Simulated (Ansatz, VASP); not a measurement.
**EuAlIr: VASP beside Ansatz**

```
Eu Al Ir
1.0
     3.96580    0.00000    0.00000
     0.00000    3.96580    0.00000
     0.00000    0.00000    3.89865
Eu Al Ir
1 1 1
Direct
  0.50000 0.50000 0.00000
  0.00000 0.00000 0.00000
  0.00000 0.00000 0.50000
```

Alike in both runs: task single point; functional PBE; k mesh 4 × 4 × 4; occupations gaussian, width 0.1 eV; collinear spin.

```csv
,VASP,Ansatz
version,VASP 6.6.1,Ansatz 0.2.0
potentials or method,"VASP PAW PBE potentials, release 64 (Eu, Al, Ir), cutoff 520 eV","scalar-relativistic, plane waves, PAW"
valence electrons in the cell,29,37
```

```csv
,VASP,Ansatz,Ansatz less VASP
gap on the k mesh at the Fermi level (eV),none,none,-
net moment per atom (μB),2.22,2.23,+0.014
size of the moment on the site where the two differ most (μB),6.45,6.56,+0.107
```

Site moments also hang on the region over which each program counts them. A gap of «none» marks a metal or a gap that the smearing closes. The functional is the same, so the differences come from potentials, cutoffs and numerics. VASP's potentials hold 29 valence electrons a cell and Ansatz's 37, so a difference there can come from the potentials and not from the codes.

The k mesh is coarse, so the values compare programs but aren't converged. Spin-orbit coupling is off throughout.
